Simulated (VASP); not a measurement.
A run of VASP 6.6.1 is set up as follows.

Contents of INCAR:

```
PREC = Accurate
ENCUT = 520
EDIFF = 1E-6
ISMEAR = 0
SIGMA = 0.05
LREAL = Auto
LASPH = T
NELM = 60
ALGO = Normal
ISIF = 2
LWAVE = F
LCHARG = T
GGA = PE
IVDW = 12
LELF = T
LVHAR = T
NBANDS = 52
NELECT = 74.0
```

KPOINTS

```
regular mesh
0
Gamma
  2 2 2
```

The input POSCAR:

```
CuSi16
1.0
    0.0000000000      5.4300000000      5.4300000000
    5.4300000000      0.0000000000      5.4300000000
    5.4300000000      5.4300000000      0.0000000000
Si Cu
16 1
Direct
    0.0071058416     -0.0265073979      0.0117822232
    0.1332614955      0.1176448802      0.1253437594
    0.0021971443      0.0025446122      0.4973927308
    0.1247912574      0.1122692142      0.6375952184
    0.0023949555      0.5073787317      0.0070762981
    0.1140061350      0.6023499784      0.1683865194
   -0.0149282431      0.4889203460      0.5402165506
    0.1263704637      0.6282944167      0.6332495291
    0.5044641084      0.0109900953     -0.0200374129
    0.6228712029      0.1178205506      0.1257285699
    0.4972697327      0.0025046349      0.4975796292
    0.6294825984      0.1315316012      0.6089036962
    0.4820156326      0.5076662566      0.0071424090
    0.6191710288      0.6371773041      0.1234442699
    0.4990624433      0.5055383742      0.4958597594
    0.6113258670      0.6283835910      0.6333360676
    0.8459848359      0.3391003107     -0.0321949173
```

Potentials or basis: VASP PAW PBE potentials, release 64 (Si, Cu).

Run with:

```sh
$ cat potpaw_PBE.64/Si/POTCAR potpaw_PBE.64/Cu/POTCAR > POTCAR
$ mpirun -np 1 vasp_std > vasp.out
```

Problem. Estimate the dispersion energy per atom.

Solution. -0.334 eV.

Problem. Estimate the largest force.

Solution. 0.014 eV/Å.

Forces on the atoms (eV/Å):
```
Si   0.001  0.004 -0.007
Si   0.006  0.001  0.001
Si   0.002  0.002 -0.005
Si  -0.002 -0.007 -0.003
Si   0.005  0.006  0.003
Si  -0.006 -0.001  0.002
Si  -0.004 -0.004  0.010
Si  -0.003 -0.006  0.000
Si   0.001 -0.001 -0.009
Si  -0.004 -0.005  0.010
Si   0.009  0.006 -0.005
Si  -0.003  0.003  0.008
Si   0.007 -0.002 -0.012
Si  -0.004  0.005  0.001
Si   0.011  0.000 -0.007
Si  -0.009  0.003  0.003
Cu  -0.008 -0.005  0.009
```

Caveat: the k points lie up to 0.50 Å⁻¹ apart; the cell carries a net charge on a neutralising background, which shifts energy and pressure.
